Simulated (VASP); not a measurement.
# AlN (P1) in VASP: a series of runs

Runs on AlN. Level: PBEsol. Tasks: single point.

Program: VASP 6.6.1. These are calculated values, not measurements. Logs are shortened: lines on timing, memory, paths and dates and some standing lists are left out, and cuts for length are marked.

### 1 The cell of the first run

The typed cell holds 4 atoms: a = 3.111 Å, b = 3.111 Å, c = 4.978 Å, α = 90.00°, β = 90.00°, γ = 120.00°.

### 2 Single point, PBEsol (atom 3 (N) moved by (-0.300, -0.300) A along x and y)

The input, INCAR:

```
SYSTEM = AlN
PREC = Accurate ; ENCUT = 600
EDIFF = 1E-6 ; ISMEAR = 0
SIGMA = 0.05 ; LREAL = .False.
LASPH = .True. ; NELM = 120
ALGO = Normal ; ISIF = 2
LWAVE = .False. ; LCHARG = .False.
GGA = PS ; NBANDS = 16
GGA_COMPAT = .False.
```

The input, KPOINTS:

```
regular mesh
0
Gamma
  12 12 6
  0 0 0
```

The input, POSCAR:

```
AlN
1.0
    3.1110021516      0.0000000000      0.0000000000
   -1.5555010758      2.6942068945      0.0000000000
    0.0000000000      0.0000000000      4.9780000000
Al N
2 2
Direct
    0.3333333333      0.6666666667      0.0000000000
    0.6666666667      0.3333333333      0.5000000000
    0.1812263730      0.5553166435      0.3850000000
    0.6666666667      0.3333333333      0.8850000000
```

Potentials or basis: VASP PAW PBE potentials, release 64 (Al, N).

On the command line:

```bash
$ cat potpaw_PBE.64/Al/POTCAR potpaw_PBE.64/N/POTCAR > POTCAR
$ mpirun -np 1 vasp_std > vasp.out
```

OUTCAR:

```text
SYSTEM = AlN
   PREC = Accurate
   ENCUT = 600
   EDIFF = 1E-6
   ISMEAR = 0
   LREAL = .False.
   LASPH = .True.
   NELM = 120
   ISIF = 2
   GGA = PS

 ion  position               nearest neighbor table
   1  0.333  0.667  0.000-   4 1.89   4 1.89   4 1.89   3 1.96   2 3.07   2 3.07   2 3.07   2 3.07
                             2 3.07   2 3.07
   2  0.667  0.333  0.500-   3 1.50   4 1.92   3 2.03   3 2.19   1 3.07   1 3.07   1 3.07   1 3.07
                             1 3.07   1 3.07
   3  0.181  0.555  0.385-   2 1.50   1 1.96   2 2.03   2 2.19
   4  0.667  0.333  0.885-   1 1.89   1 1.89   1 1.89   2 1.92

  LATTYP: Found a hexagonal cell.
 ALAT       =     3.1110021516
 C/A-ratio  =     1.6001274694

  Lattice vectors:

 A1 = (   3.1110021516,   0.0000000000,   0.0000000000)
 A2 = (  -1.5555010758,   2.6942068945,   0.0000000000)
 A3 = (   0.0000000000,   0.0000000000,   4.9780000000)

Analysis of symmetry for initial positions (statically):
=====================================================================
 Subroutine PRICEL returns:
 Original cell was already a primitive cell.

 Routine SETGRP: Setting up the symmetry group for a
 hexagonal supercell.

 Subroutine GETGRP returns: Found  1 space group operations
 (whereof  1 operations were pure point group operations)
 out of a pool of 24 trial point group operations.

The static configuration has the point symmetry C_1 .

Analysis of symmetry for dynamics (positions and initial velocities):
=====================================================================
 Subroutine PRICEL returns:
 Original cell was already a primitive cell.

 Routine SETGRP: Setting up the symmetry group for a
 hexagonal supercell.

 Subroutine GETGRP returns: Found  1 space group operations
 (whereof  1 operations were pure point group operations)
 out of a pool of 24 trial point group operations.

The dynamic configuration has the point symmetry C_1 .

 Subroutine INISYM returns: Found  1 space group operations
 (whereof  1 operations are pure point group operations),
 and found     1 'primitive' translations

----------------------------------------------------------------------------------------

                                     Primitive cell

  volume of cell :      41.7240

  direct lattice vectors                    reciprocal lattice vectors
     3.111002152  0.000000000  0.000000000     0.321439829  0.185583372  0.000000000
    -1.555501076  2.694206895  0.000000000     0.000000000  0.371166744  0.000000000
     0.000000000  0.000000000  4.978000000     0.000000000  0.000000000  0.200883889

  length of vectors
     3.111002152  3.111002152  4.978000000     0.371166744  0.371166744  0.200883889

  position of ions in fractional coordinates (direct lattice)
     0.333333333  0.666666667  0.000000000
     0.666666667  0.333333333  0.500000000
     0.181226373  0.555316643  0.385000000
     0.666666667  0.333333333  0.885000000

  ion indices of the primitive-cell ions
   primitive index   ion index
                 1           1
                 2           2
                 3           3
                 4           4

----------------------------------------------------------------------------------------

 KPOINTS: regular mesh

Automatic generation of k-mesh.
 Grid dimensions read from file:
 generate k-points for:   12   12    6

 Generating k-lattice:

  Cartesian coordinates                     Fractional coordinates (reciprocal lattice)
     0.026786652  0.015465281  0.000000000     0.083333333  0.000000000  0.000000000
     0.000000000  0.030930562  0.000000000     0.000000000  0.083333333  0.000000000
     0.000000000  0.000000000  0.033480648     0.000000000  0.000000000  0.166666667

  Length of vectors
     0.030930562  0.030930562  0.033480648

  Shift w.r.t. Gamma in fractional coordinates (k-lattice)
     0.000000000  0.000000000  0.000000000

 Subroutine IBZKPT returns following result:
 ===========================================

 Found    436 irreducible k-points:

 Following reciprocal coordinates:
            Coordinates               Weight
  0.000000  0.000000  0.000000      1.000000
  0.083333  0.000000  0.000000      2.000000
  0.000000  0.083333  0.000000      2.000000
 -0.083333  0.083333  0.000000      2.000000
  0.166667 -0.000000  0.000000      2.000000
  0.000000  0.166667  0.000000      2.000000
[... 16 lines left out ...]
  0.166667  0.083333  0.000000      2.000000
 -0.083333  0.250000  0.000000      2.000000
 [... further k-points ...]
   k-points           NKPTS =    436   k-points in BZ     NKDIM =    436   number of bands    NBANDS=     16
   number of dos      NEDOS =    301   number of ions     NIONS =      4
   total plane-waves  NPLWV =  31360
   dimension x,y,z NGX =    28 NGY =   28 NGZ =   40
   dimension x,y,z NGXF=    56 NGYF=   56 NGZF=   80
   ions per type =               2   2
   NGX,Y,Z   is equivalent  to a cutoff of  14.96, 14.96, 13.36 a.u.
   NGXF,Y,Z  is equivalent  to a cutoff of  29.93, 29.93, 26.72 a.u.
 SYSTEM =  AlN
   PREC   = accura    normal or accurate (medium, high low for compatibility)
   ISTART =      0    job   : 0-new  1-cont  2-samecut
   ICHARG =      2    charge: 1-file 2-atom 10-const
   ISPIN  =      1    spin polarized calculation?
   LNONCOLLINEAR =      F non collinear calculations
   LSORBIT =      F    spin-orbit coupling
   LASPH  =      T    aspherical Exc in radial PAW
   ENCUT  =  600.0 eV  44.10 Ry    6.64 a.u.   6.21  6.21  9.94*2*pi/ulx,y,z
   NELM   =    120;   NELMIN=  2; NELMDL= -5     # of ELM steps
   EDIFF  = 0.1E-05   stopping-criterion for ELM
   LREAL  =      F    real-space projection
   EDIFFG = 0.1E-04   stopping-criterion for IOM
   NSW    =      0    number of steps for IOM
   IBRION =     -1    ionic relax: 0-MD 1-quasi-New 2-CG
   NFREE  =      0    steps in history (QN), initial steepest desc. (CG)
   ISIF   =      2    stress and relaxation
   ISYM   =      2    0-nonsym 1-usesym 2-fastsym
   POTIM  = 0.5000    time-step for ionic-motion
   TEBEG  =    0.0;   TEEND  =   0.0 temperature during run
   PSTRESS=    0.0 pullay stress
   NELECT =      16.0000    total number of electrons
   NUPDOWN=      -1.0000    fix difference up-down
   EMIN   =  10.00;   EMAX   =-10.00  energy-range for DOS
   EFERMI =   0.00;   METHOD = LEGACY
   ISMEAR =     0;   SIGMA  =   0.05  broadening in eV -4-tet -1-fermi 0-gaus
   EFERMI_NEDOS =   21; number of points for ismear=-14 and -15
   IALGO  =     38    algorithm
   IMIX   =      4    mixing-type and parameters
     AMIX     =   0.40;   BMIX     =  1.00
     AMIX_MAG =   1.60;   BMIX_MAG =  1.00
  volume/ion in A,a.u.               =      10.43        70.39
  Fermi-wavevector in a.u.,A,eV,Ry     =   1.189377  2.247596 19.247033  1.414617
  Thomas-Fermi vector in A             =   2.325485
   LORBIT       =      0    0 simple, 1 ext, 2 COOP (PROOUT), +10 PAW based schemes
   GGA     = PS    functional components
   LHFCALC =     F    Hartree Fock is set to
   AEXX    =    0.0000 exact exchange contribution
   IVDW    =     0    specifies the selected vdW correction
   LEPSILON=     F    determine dielectric tensor
   LRPA    =     F    only Hartree local field effects (RPA)
 non-spin polarized calculation
 Gauss-broadening in eV      SIGMA  =   0.05
  energy-cutoff  :      600.00
  volume of cell :       41.72
 maximum number of plane-waves:      1412
 NGX is ok and might be reduce to    28
   NGX = 13   NGY = 13   NGZ = 19

 number of electron      16.0000000 magnetization

 Free energy of the ion-electron system (eV)
  ---------------------------------------------------
  ext. energy  EPLUGINS =         0.00000000
  ---------------------------------------------------
  free energy    TOTEN  =       -29.02022355 eV

  energy without entropy =      -29.02022355  energy(sigma->0) =      -29.02022355

 E-fermi :   6.5145     XC(G=0): -11.0940

 val. band max:        6.3099453176   @ k =   0.0000   0.0000   0.0000
 cond. band min:       9.9523059080   @ k =   0.0000   0.0000   0.0000
 fundamental gap:      3.6423605904
 Fermi energy:         6.5144529335

 k-point     1 :       0.0000    0.0000    0.0000
  band No.  band energies     occupation
      1      -9.1327      2.00000
      2      -6.9459      2.00000
      3       0.0018      2.00000
      4       4.6220      2.00000
      5       5.3968      2.00000
      6       5.6512      2.00000
[... 8 lines left out ...]
     15      18.9903      0.00000
     16      20.2096      0.00000

 k-point     2 :       0.0833    0.0000    0.0000
  band No.  band energies     occupation
      1      -9.0421      2.00000
      2      -6.8973      2.00000
      3       0.1096      2.00000
      4       4.2932      2.00000
      5       5.2184      2.00000
      6       5.3148      2.00000
[... 8 lines left out ...]
     15      18.8620      0.00000
     16      19.5718      0.00000

 k-point     3 :       0.0000    0.0833    0.0000
  band No.  band energies     occupation
      1      -9.0463      2.00000
      2      -6.8924      2.00000
      3       0.1034      2.00000
      4       4.4165      2.00000
      5       5.0113      2.00000
      6       5.5525      2.00000
[... 8 lines left out ...]
     15      19.0901      0.00000
     16      19.5614      0.00000

 k-point     4 :      -0.0833    0.0833    0.0000
  band No.  band energies     occupation
      1      -9.0448      2.00000
      2      -6.8940      2.00000
      3       0.1058      2.00000
      4       4.3499      2.00000
      5       5.1105      2.00000
      6       5.5140      2.00000
[... 8 lines left out ...]
     15      19.0831      0.00000
     16      19.4699      0.00000
[... 324 lines left out ...]
 k-point    22 :      -0.1667    0.0833    0.0000
  band No.  band energies     occupation
      1      -8.8662      2.00000
      2      -6.8050      2.00000
      3       0.3211      2.00000
      4       3.7361      2.00000
      5       4.6117      2.00000
      6       5.1756      2.00000
[... 8 lines left out ...]
     15      18.7400      0.00000
     16      19.0760      0.00000

 k-point    23 :       0.1667    0.0833    0.0000
  band No.  band energies     occupation
      1      -8.5326      2.00000
      2      -6.6468      2.00000
      3       0.7269      2.00000
      4       2.9649      2.00000
      5       3.6106      2.00000
      6       4.7651      2.00000
[... 8 lines left out ...]
     15      18.7780      0.00000
     16      19.4778      0.00000

 k-point    24 :      -0.0833    0.2500    0.0000
  band No.  band energies     occupation
      1      -8.5627      2.00000
      2      -6.6082      2.00000
      3       0.6826      2.00000
      4       2.9211      2.00000
      5       3.8718      2.00000
      6       4.7144      2.00000
[... 8 lines left out ...]
     15      19.4173      0.00000
     16      20.0976      0.00000

 [... further k-points ...]
[... 5 lines left out ...]
  --------------------------------------------------------------------------------------
  -------------------------------------------------------------------------------------
  Total       11.6308423      0.8639157      2.0096124      6.2025438     -2.6542431     -5.9730180
  in kB      446.6173637     33.1738433     77.1679112    238.1739584   -101.9213406   -229.3603045
  external PRESSURE =     185.6530394 kB  Pullay stress =       0.0000000 kB

 VOLUME and BASIS-vectors are now :
 -----------------------------------------------------------------------------
  energy-cutoff  :      600.00
  volume of cell :       41.72
      direct lattice vectors                 reciprocal lattice vectors
     3.111002152  0.000000000  0.000000000     0.321439829  0.185583372  0.000000000
    -1.555501076  2.694206895  0.000000000     0.000000000  0.371166744  0.000000000
     0.000000000  0.000000000  4.978000000     0.000000000  0.000000000  0.200883889

 POSITION                                       TOTAL-FORCE (eV/Angst)
 -----------------------------------------------------------------------------------
     -0.00000      1.79614      0.00000        -0.433242     -0.455507      0.525505
      1.55550      0.89807      2.48900       -11.893446     -5.978607      4.676146
     -0.30000      1.49614      1.91653        12.711682      6.664184     -4.934593
      1.55550      0.89807      4.40553        -0.384994     -0.230071     -0.267059
 -----------------------------------------------------------------------------------
    total drift:                                0.000783      0.000536      0.000572

  FREE ENERGIE OF THE ION-ELECTRON SYSTEM (eV)
  ---------------------------------------------------
  free  energy   TOTEN  =       -29.0202235456 eV

  energy  without entropy=      -29.0202235456  energy(sigma->0) =      -29.02022355
```

It took 2 min on 1 thread of Intel Xeon 6975P-C (Granite Rapids), shared host; peak memory 0.41 GiB.

What came out:

| Item | Value |
| --- | --- |
| Free energy | -29.0202 eV |
| Pressure | 18.6 GPa |
| Largest force | 15.177 eV/Å |
| Band gap on the k mesh | 3.64 eV |

Forces in eV/Å, atoms in the order of the input:
```
Al   -0.433  -0.456   0.526
Al  -11.893  -5.979   4.676
N    12.712   6.664  -4.935
N    -0.385  -0.230  -0.267
```

Stress tensor (GPa, compression positive):
```
 44.66  23.82 -22.94
 23.82   3.32 -10.19
-22.94 -10.19   7.72
```

Caveat: the cell differs from its parent crystal (atom 3 (N) moved by (-0.300, -0.300) A along x and y); the stress differs along the axes, from 3 to 45 GPa; the PAW data sets were made with another functional, which shifts forces and pressure a little.

(Part 1 of 2 ends here.)
